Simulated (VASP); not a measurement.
# AlN (F-43m) in VASP: notebook

The runs below take AlN through single point, with PBE-based screened hybrid with 50 % exact exchange, PBE-based screened hybrid with 35 % exact exchange, HSE06.

All numbers are computed with VASP 6.6.1; they aren't measurements. Logs are shortened: lines on timing, memory, paths and dates and some standing lists are left out, and cuts for length are marked.

### 1 The cell of the first run

Symmetry: F-43m, No. 216, cubic system. Conventional cell: a = 4.370 Å, b = 4.370 Å, c = 4.370 Å, α = 90.00°, β = 90.00°, γ = 90.00°. Al (site symmetry -43m) has 4 N at 1.89 Å within 2.5 Å. Within 2.5 Å of N (site symmetry -43m) lie 4 Al at 1.89 Å.

### 2 Single point, PBE-based screened hybrid with 50 % exact exchange

POSCAR reads:

```
AlN
1.0
    0.0000000000      2.1848764208      2.1848764208
    2.1848764208      0.0000000000      2.1848764208
    2.1848764208      2.1848764208      0.0000000000
Al N
1 1
Direct
    0.0000000000      0.0000000000      0.0000000000
    0.2500000000      0.2500000000      0.2500000000
```

INCAR.step1 reads:

```
SYSTEM = AlN
  PREC = Accurate
  ENCUT = 520
  EDIFF = 1E-5
  ISMEAR = 0
  SIGMA = 0.01
  LREAL = .FALSE.
  LASPH = .TRUE.
  NELM = 80
  ALGO = Normal
  ISIF = 2
  LWAVE = .TRUE.
  LCHARG = .FALSE.
  GGA = PE
  NBANDS = 11
```

INCAR.step2 reads:

```
SYSTEM = AlN
  PREC = Accurate
  ENCUT = 520
  EDIFF = 1E-7
  ISMEAR = 0
  SIGMA = 0.01
  LREAL = .FALSE.
  LASPH = .TRUE.
  NELM = 80
  ALGO = Normal
  ISIF = 2
  LWAVE = .FALSE.
  LCHARG = .FALSE.
  GGA = PE
  LHFCALC = .TRUE.
  AEXX = 0.5
  HFSCREEN = 0.5
  PRECFOCK = Normal
  ISTART = 1
  NBANDS = 11
```

KPOINTS reads:

```
regular mesh
0
G
  4 4 4
  0 0 0
```

Potentials or basis: VASP PAW PBE potentials, release 64 (Al, N).

On the command line:

```console
$ cat potpaw_PBE.64/Al/POTCAR potpaw_PBE.64/N/POTCAR > POTCAR
$ cp INCAR.step1 INCAR
$ mpirun -np 1 vasp_std > vasp.out
$ cp INCAR.step2 INCAR
$ mpirun -np 1 vasp_std > vasp.out
```

OUTCAR:

```text
SYSTEM = AlN
   PREC = Accurate
   ENCUT = 520
   EDIFF = 1E-7
   ISMEAR = 0
   LREAL = .FALSE.
   LASPH = .TRUE.
   NELM = 80
   ISIF = 2
   GGA = PE
   LHFCALC = .TRUE.
   AEXX = 0.5
   HFSCREEN = 0.5
   PRECFOCK = Normal
   ISTART = 1

 ion  position               nearest neighbor table
   1  0.000  0.000  0.000-   2 1.89   2 1.89   2 1.89   2 1.89
   2  0.250  0.250  0.250-   1 1.89   1 1.89   1 1.89   1 1.89

  LATTYP: Found a face centered cubic cell.
 ALAT       =     4.3697528416

  Lattice vectors:

 A1 = (   0.0000000000,   2.1848764208,   2.1848764208)
 A2 = (   2.1848764208,   0.0000000000,   2.1848764208)
 A3 = (   2.1848764208,   2.1848764208,   0.0000000000)

Analysis of symmetry for initial positions (statically):
=====================================================================
 Subroutine PRICEL returns:
 Original cell was already a primitive cell.

 Routine SETGRP: Setting up the symmetry group for a
 face centered cubic supercell.

 Subroutine GETGRP returns: Found 24 space group operations
 (whereof 24 operations were pure point group operations)
 out of a pool of 48 trial point group operations.

The static configuration has the point symmetry T_d .

Analysis of symmetry for dynamics (positions and initial velocities):
=====================================================================
 Subroutine PRICEL returns:
 Original cell was already a primitive cell.

 Routine SETGRP: Setting up the symmetry group for a
 face centered cubic supercell.

 Subroutine GETGRP returns: Found 24 space group operations
 (whereof 24 operations were pure point group operations)
 out of a pool of 48 trial point group operations.

The dynamic configuration has the point symmetry T_d .

 Subroutine INISYM returns: Found 24 space group operations
 (whereof 24 operations are pure point group operations),
 and found     1 'primitive' translations

----------------------------------------------------------------------------------------

                                     Primitive cell

  volume of cell :      20.8598

  direct lattice vectors                    reciprocal lattice vectors
     0.000000000  2.184876421  2.184876421    -0.228845895  0.228845895  0.228845895
     2.184876421  0.000000000  2.184876421     0.228845895 -0.228845895  0.228845895
[... 81 lines left out ...]
   EMIN   =  10.00;   EMAX   =-10.00  energy-range for DOS
   EFERMI =   0.00;   METHOD = LEGACY
   ISMEAR =     0;   SIGMA  =   0.01  broadening in eV -4-tet -1-fermi 0-gaus
   EFERMI_NEDOS =   21; number of points for ismear=-14 and -15
   IALGO  =     38    algorithm
   IMIX   =      1    mixing-type and parameters
     AMIX     =   0.40;   BMIX     =  1.00
     AMIX_MAG =   1.60;   BMIX_MAG =  1.00
  volume/ion in A,a.u.               =      10.43        70.38
  Fermi-wavevector in a.u.,A,eV,Ry     =   1.189418  2.247675 19.248378  1.414716
  Thomas-Fermi vector in A             =   2.325526
   LORBIT       =      0    0 simple, 1 ext, 2 COOP (PROOUT), +10 PAW based schemes
   GGA     = PE    functional components
   LHFCALC =     T    Hartree Fock is set to
   PRECFOCK=normal    Normal, Fast or Accurate (Low or Medium for compatibility)
   ENCUT4O =  -1.0   cutoff for four orbital integrals eV
   NKREDX  =     1    reduce k-point grid by
   NKREDY  =     1    reduce k-point grid by
   NKREDZ  =     1    reduce k-point grid by
   AEXX    =    0.5000 exact exchange contribution
   HFSCREEN=    0.5000 screening length (either q_TF or 0.3 A-1)
   HFSCREENC=   0.5000 screening length for correlation (either q_TF or 0.3 A-1)
   ENCUTFOCK=  -1.0 apply spherical cutoff to Coloumb kernel
   IVDW    =     0    specifies the selected vdW correction
   LEPSILON=     F    determine dielectric tensor
   LRPA    =     F    only Hartree local field effects (RPA)
 non-spin polarized calculation
 Gauss-broadening in eV      SIGMA  =   0.01
  energy-cutoff  :      520.00
  volume of cell :       20.86
 maximum number of plane-waves:       588
 NGX is ok and might be reduce to    24
  NGX = 18; NGY = 18; NGZ = 18

 number of electron       8.0000000 magnetization

 Free energy of the ion-electron system (eV)
  ---------------------------------------------------
  ext. energy  EPLUGINS =         0.00000000
  ---------------------------------------------------
  free energy    TOTEN  =       -17.99592890 eV

  energy without entropy =      -17.99592890  energy(sigma->0) =      -17.99592890

 E-fermi :   4.9635     XC(G=0):  -7.9431

 val. band max:        4.8738876089   @ k =   0.0000   0.0000   0.0000
 cond. band min:       9.5515908021   @ k =   0.5000   0.5000   0.0000
 fundamental gap:      4.6777031932
 Fermi energy:         4.9635432825

 k-point     1 :       0.0000    0.0000    0.0000
  band No.  band energies     occupation
      1     -12.5329      2.00000
      2       4.8739      2.00000
      3       4.8739      2.00000
      4       4.8739      2.00000
      5      10.5835      0.00000
      6      19.3195      0.00000
      7      19.3195      0.00000
      8      19.3195      0.00000
      9      24.8223      0.00000
     10      24.8223      0.00000
     11      26.2275      0.00000
[... 85 lines left out ...]
 k-point     8 :      -0.2500    0.5000    0.2500
  band No.  band energies     occupation
      1      -9.5737      2.00000
      2       0.6609      2.00000
      3       1.0875      2.00000
      4       1.9839      2.00000
      5      12.4627      0.00000
      6      18.2289      0.00000
      7      18.8197      0.00000
      8      19.3270      0.00000
      9      24.6402      0.00000
     10      26.2329      0.00000
     11      32.9715      0.00000

------------------------ aborting loop because EDIFF is reached ----------------------------------------

  FORCE on cell =-STRESS in cart. coord.  units (eV):
  Direction    XX          YY          ZZ          XY          YZ          ZX
  --------------------------------------------------------------------------------------
  -------------------------------------------------------------------------------------
  Total       -0.4820264     -0.4820264     -0.4820264      0.0000000      0.0000000     -0.0000000
  in kB      -37.0229280    -37.0229280    -37.0229280      0.0000000      0.0000000     -0.0000000
  external PRESSURE =     -37.0229280 kB  Pullay stress =       0.0000000 kB

 VOLUME and BASIS-vectors are now :
 -----------------------------------------------------------------------------
  energy-cutoff  :      520.00
  volume of cell :       20.86
      direct lattice vectors                 reciprocal lattice vectors
     0.000000000  2.184876421  2.184876421    -0.228845895  0.228845895  0.228845895
     2.184876421  0.000000000  2.184876421     0.228845895 -0.228845895  0.228845895
     2.184876421  2.184876421  0.000000000     0.228845895  0.228845895 -0.228845895

 POSITION                                       TOTAL-FORCE (eV/Angst)
 -----------------------------------------------------------------------------------
      0.00000      0.00000      0.00000         0.000000      0.000000      0.000000
      1.09244      1.09244      1.09244        -0.000000     -0.000000     -0.000000
 -----------------------------------------------------------------------------------
    total drift:                               -0.000000     -0.000000     -0.000000

  FREE ENERGIE OF THE ION-ELECTRON SYSTEM (eV)
  ---------------------------------------------------
  free  energy   TOTEN  =       -17.9959288959 eV

  energy  without entropy=      -17.9959288959  energy(sigma->0) =      -17.99592890
```

OUTCAR.step1:

```text
SYSTEM = AlN
   PREC = Accurate
   ENCUT = 520
   EDIFF = 1E-5
   ISMEAR = 0
   LREAL = .FALSE.
   LASPH = .TRUE.
[... 315 lines left out ...]
      0.00000      0.00000      0.00000         0.000000     -0.000000     -0.000000
      1.09244      1.09244      1.09244        -0.000000      0.000000      0.000000
 -----------------------------------------------------------------------------------
    total drift:                                0.000000      0.000000      0.000000

  FREE ENERGIE OF THE ION-ELECTRON SYSTEM (eV)
  ---------------------------------------------------
  free  energy   TOTEN  =       -14.8041299305 eV

  energy  without entropy=      -14.8041299305  energy(sigma->0) =      -14.80412993
```

It took 2.4 min on 1 thread of Intel Xeon 8259CL, shared host; peak memory 0.23 GiB.

What came out:

```
Free energy            : -17.9959 eV
Pressure               : -3.7 GPa
Band gap on the k mesh : 4.68 eV (least direct gap 5.71 eV)
```

Caveat: the k points lie up to 0.62 Å⁻¹ apart; the PAW data sets were made with another functional, which shifts forces and pressure a little. A k mesh can miss the band edges.

### 3 Single point, PBE-based screened hybrid with 35 % exact exchange

POSCAR is that of step 2.

INCAR.step1 reads:

```
SYSTEM = AlN
ALGO = Normal ; EDIFF = 1E-5
ENCUT = 520 ; GGA = PE
ISIF = 2 ; ISMEAR = 0
LASPH = .True. ; LCHARG = .False.
LREAL = .False. ; LWAVE = .True.
NBANDS = 11 ; NELM = 60
PREC = Accurate ; SIGMA = 0.01
```

INCAR.step2 reads:

```
SYSTEM = AlN
AEXX = 0.35 ; ALGO = Normal
EDIFF = 1E-6 ; ENCUT = 520
GGA = PE ; HFSCREEN = 0.2078
ISIF = 2 ; ISMEAR = 0
ISTART = 1 ; LASPH = .True.
LCHARG = .False. ; LHFCALC = .True.
LREAL = .False. ; LWAVE = .False.
NBANDS = 11 ; NELM = 60
PREC = Accurate ; PRECFOCK = Normal
SIGMA = 0.01
```

KPOINTS reads:

```
k-points
0
Gamma
  4 4 4
  0 0 0
```

Potentials or basis: VASP PAW PBE potentials, release 64 (Al, N).

On the command line:

```console
$ cat potpaw_PBE.64/Al/POTCAR potpaw_PBE.64/N/POTCAR > POTCAR
$ cp INCAR.step1 INCAR
$ mpirun -np 1 vasp_std > vasp.out
$ cp INCAR.step2 INCAR
$ mpirun -np 1 vasp_std > vasp.out
```

Run time: 1.8 min. Hardware: 1 thread of Intel Xeon 8259CL, shared host; peak memory 0.23 GiB.

The run converged. Its results:

* Free energy: -18.4248 eV
* Pressure: -2.8 GPa
* Band gap on the k mesh: 5.07 eV (least direct gap 6.13 eV)

Levels at points of the mesh, in eV from the valence-band top:
```
           k point  band 1  band 2  band 3  band 4  band 5  band 6  band 7  band 8
(0.00, 0.00, 0.00)  -17.05    0.00    0.00    0.00    6.13   14.91   14.91   14.91
(0.50, 0.00, 0.00)  -14.81   -6.53   -0.55   -0.55    9.48   12.35   13.40   13.40
(0.50, 0.50, 0.00)  -14.11   -5.49   -2.02   -2.02    5.07   10.66   16.95   18.65
```

Caveat: the k points lie up to 0.62 Å⁻¹ apart; the PAW data sets were made with another functional, which shifts forces and pressure a little.

### 4 Single point, HSE06

POSCAR is that of step 3.

INCAR.step1 reads:

```
SYSTEM = AlN
PREC = Accurate
ENCUT = 520
EDIFF = 1E-5
ISMEAR = 0
SIGMA = 0.001
LREAL = .False.
LASPH = .True.
NELM = 80
ALGO = Normal
ISIF = 2
LWAVE = .True.
LCHARG = .False.
GGA = PE
NBANDS = 11
```

INCAR.step2 reads:

```
SYSTEM = AlN
PREC = Accurate
ENCUT = 520
EDIFF = 1E-6
ISMEAR = 0
SIGMA = 0.001
LREAL = .False.
LASPH = .True.
NELM = 80
ALGO = Normal
ISIF = 2
LWAVE = .False.
LCHARG = .False.
GGA = PE
LHFCALC = .True.
HFSCREEN = 0.2079
PRECFOCK = Normal
ISTART = 1
NBANDS = 11
```

KPOINTS reads:

```
Automatic mesh
0
Gamma
  4 4 4
  0 0 0
```

On the command line:

```console
$ cat potpaw_PBE.64/Al/POTCAR potpaw_PBE.64/N/POTCAR > POTCAR
$ cp INCAR.step1 INCAR
$ mpirun -np 1 vasp_std > vasp.out
$ cp INCAR.step2 INCAR
$ mpirun -np 1 vasp_std > vasp.out
```

Wall time 2 min (1 thread of Intel Xeon 8259CL, shared host); peak memory 0.23 GiB.

The run converged. Its results:

| Quantity | Value |
| --- | --- |
| Free energy | -17.3654 eV |
| Pressure | -0.8 GPa |
| Band gap on the k mesh | 4.55 eV (least direct gap 5.56 eV) |

Levels at points of the mesh, in eV from the valence-band top:
```tsv
k point	band 1	band 2	band 3	band 4	band 5	band 6	band 7	band 8	band 9
(0.00, 0.00, 0.00)	-16.46	0.00	0.00	0.00	5.56	14.22	14.22	14.22	19.58
(0.50, 0.00, 0.00)	-14.28	-6.34	-0.53	-0.53	8.86	11.63	12.74	12.74	19.90
(0.50, 0.50, 0.00)	-13.60	-5.33	-1.95	-1.95	4.55	10.07	16.09	17.81	17.81
```

Caveat: the k points lie up to 0.62 Å⁻¹ apart; the PAW data sets were made with another functional, which shifts forces and pressure a little. A k mesh can miss the band edges.

### 5 Overview

```csv
level,smearing,share of exact exchange,screening parameter,gap on the mesh (eV),pressure (GPa)
PBE-based screened hybrid with 50 % exact exchange,gaussian 0.01 eV,0.5,0.5 1/Å,4.68,-3.7
PBE-based screened hybrid with 35 % exact exchange,gaussian 0.01 eV,0.35,0.2078 1/Å,5.07,-2.8
HSE06,gaussian 0.001 eV,0.25,0.2079 1/Å,4.55,-0.8
```

Alike in all rows: task single point; potentials or basis VASP PAW PBE potentials, release 64 (Al, N); no spin polarisation; cell as given; k mesh 4 × 4 × 4; cutoff (eV) 520.

Caveats: all runs use coarse meshes; the PAW data sets were made with another functional, which shifts forces and pressure a little.

Absolute energies hang on the potentials; compare differences alone.
